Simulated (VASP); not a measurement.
Wanted: the native input for a VASP 6.6.1 run.

```
Task                   : single point
Functional             : PBE
Potentials or basis    : VASP PAW PBE potentials, release 64 (Au)
Cutoff                 : 500 eV
k mesh                 : 18 × 18 × 18
Occupations            : gaussian, width 0.1 eV
Spin                   : no spin polarisation
Dipole correction      : no
Further INCAR settings : ALGO = Normal; EDIFF = 1e-06; NBANDS = 12
```

The structure of Au lies in POSCAR:

```
Au
1.0
    0.0000000000      2.0583073944      2.0583073944
    2.0583073944      0.0000000000      2.0583073944
    2.0583073944      2.0583073944      0.0000000000
Au
1
Direct
    0.0000000000      0.0000000000      0.0000000000
```

The input as run:

INCAR

```
ALGO     = Normal         # electronic algorithm
EDIFF    = 1E-6           # SCF threshold, eV
ENCUT    = 500            # plane-wave cutoff, eV
GGA      = PE             # functional
GGA_COMPAT= F            
ISIF     = 2              # what is computed and relaxed
ISMEAR   = 0              # smearing method
LASPH    = T              # aspherical terms in the spheres
LCHARG   = F              # write CHGCAR
LREAL    = F              # projectors in reciprocal space
LWAVE    = F              # write WAVECAR
NBANDS   = 12             # bands
NELM     = 120            # most SCF steps
PREC     = Accurate       # precision mode
SIGMA    = 0.1            # smearing width, eV
```

KPOINTS

```
k-points
0
Gamma
  18 18 18
```

Potentials or basis: VASP PAW PBE potentials, release 64 (Au).

Command:

```console
$ cat potpaw_PBE.64/Au/POTCAR > POTCAR
$ mpirun -np 1 vasp_std > vasp.out
```

It gave:

```
Pressure               : 4.4 GPa
Band gap on the k mesh : zero (an odd number of electrons rules out a gap without spin polarisation)
```

Caveat: the cell stands under pressure; spin-orbit coupling is left out, which moves the levels of the heavy elements.

It took 14 s on 1 thread of Intel(R) Xeon(R) 6975P-C (Granite Rapids), with other jobs on the host, peak memory 0.17 GiB.
